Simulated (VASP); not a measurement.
Input of a VASP 6.6.1 run:

INCAR

```
PREC     = Accurate       # precision mode
ENCUT    = 600            # plane-wave cutoff, eV
EDIFF    = 1E-6           # SCF threshold, eV
ISMEAR   = 0              # smearing method
SIGMA    = 0.1            # smearing width, eV
LREAL    = False          # projectors in reciprocal space
LASPH    = True           # aspherical terms in the spheres
NELM     = 100            # most SCF steps
ALGO     = Normal         # electronic algorithm
ISIF     = 3              # what is computed and relaxed
LWAVE    = False          # write WAVECAR
LCHARG   = False          # write CHGCAR
GGA      = PS             # functional
IBRION   = 2              # ionic algorithm
NSW      = 90             # ionic steps
EDIFFG   = -0.04          # ionic threshold
```

Contents of KPOINTS:

```
Automatic mesh
0
Gamma
  9 9 8
```

Contents of POSCAR:

```
Ru
1.0
    2.5723315739      0.0000000000      0.0000000000
   -1.2861657869      2.2277044899      0.0000000000
    0.0000000000      0.0000000000      2.4035223143
Ru
1
Direct
    0.0000000000      0.0000000000      0.0000000000
```

Potentials or basis: VASP PAW PBE potentials, release 64 (Ru_pv).

Launch:

```bash
$ cat potpaw_PBE.64/Ru_pv/POTCAR > POTCAR
$ mpirun -np 1 vasp_std > vasp.out
```

(1) Estimate the relaxed volume.

(2) Predict the relaxed cell.

(3) What does it give for the band gap on the k mesh?

## Answers

(1) 14.48 Å³/atom.

(2) a = 2.621 Å, b = 2.621 Å, c = 2.433 Å, α = 90.00°, β = 90.00°, γ = 120.00°.

(3) zero (band 7 reaches 14.02 eV, above the bottom of band 8 at 10.52 eV).

Caveat: the PAW data sets were made with another functional, which shifts forces and pressure a little.
